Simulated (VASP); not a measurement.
Write the native input for VASP 6.6.1 that does the following.

```yaml
Task: single point
Functional: PBEsol
Potentials_or_basis: VASP PAW PBE potentials, release 64 (H, Br)
Cutoff: 520 eV
k_mesh: 6 × 6 × 8
Occupations: gaussian, width 0.02 eV
Spin: no spin polarisation
Dipole_correction: no
Further_INCAR_settings: ALGO = Normal; EDIFF = 1e-07; NBANDS = 16
```

The structure of HBr lies in POSCAR:

```
HBr
1.0
    5.4459128156      0.0000000000      0.0000000000
    0.0000000000      5.4459128156      0.0000000000
    0.0000000000      0.0000000000      3.2921682387
H Br
2 2
Direct
    0.0000000000      0.0000000000      0.0000000000
    0.5000000000      0.5000000000      0.5000000000
    0.0000000000      0.0000000000      0.5000000000
    0.5000000000      0.5000000000      0.0000000000
```

This cell differs from its parent crystal: strain along c alone, the other axes held: -1.5 %.

The input as run:

INCAR

```
PREC = Accurate
ENCUT = 520
EDIFF = 1E-7
ISMEAR = 0
SIGMA = 0.02
LREAL = F
LASPH = T
NELM = 100
ALGO = Normal
ISIF = 2
LWAVE = F
LCHARG = F
GGA = PS
NBANDS = 16
```

KPOINTS

```
regular mesh
0
Gamma
  6 6 8
```

Potentials or basis: VASP PAW PBE potentials, release 64 (H, Br).

Launch:

```console
$ cat potpaw_PBE.64/H/POTCAR potpaw_PBE.64/Br/POTCAR > POTCAR
$ mpirun -np 1 vasp_std > vasp.out
```

Results of the run:

The pressure is 1.2 GPa and the band gap on the k mesh is 1.58 eV.

Caveat: the cell differs from its parent crystal (strain along c alone, the other axes held: -1.5 %); the PAW data sets were made with another functional, which shifts forces and pressure a little.

Wall time 51 s on 1 thread of Intel(R) Xeon(R) Platinum 8259CL CPU @ 2.50GHz (Skylake/Cascade Lake), on a shared host, peak memory 0.23 GiB.
